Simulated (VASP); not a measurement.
A run of VASP 6.6.1:

Contents of INCAR:

```
PREC = Accurate
ENCUT = 520
EDIFF = 1E-7
ISMEAR = 0
SIGMA = 0.1
LREAL = F
LASPH = T
NELM = 100
ALGO = Normal
ISIF = 2
LWAVE = F
LCHARG = F
GGA = PE
IVDW = 12
NBANDS = 20
```

Contents of KPOINTS:

```
Automatic mesh
0
Gamma
  15 15 8
```

POSCAR

```
In
1.0
    3.3537338356      0.0000000000      0.0000000000
   -1.6768669178      2.9044186992      0.0000000000
    0.0000000000      0.0000000000      5.3043639637
In
2
Direct
    0.3333333323      0.6666666677      0.2500000000
    0.6666666677      0.3333333323      0.7500000000
```

Potentials or basis: VASP PAW PBE potentials, release 64 (In_d).

Launch:

```sh
$ cat potpaw_PBE.64/In_d/POTCAR > POTCAR
$ mpirun -np 1 vasp_std > vasp.out
```

Hardware: 1 thread of Intel(R) Xeon(R) 6975P-C (Granite Rapids), with other jobs on the host.

Question: Estimate the wall time of this run.

Answer: Wall time 45 s on 1 thread of Intel(R) Xeon(R) 6975P-C (Granite Rapids), on a shared host, peak memory 0.26 GiB. Counts: scf iterations 13, k points 135.
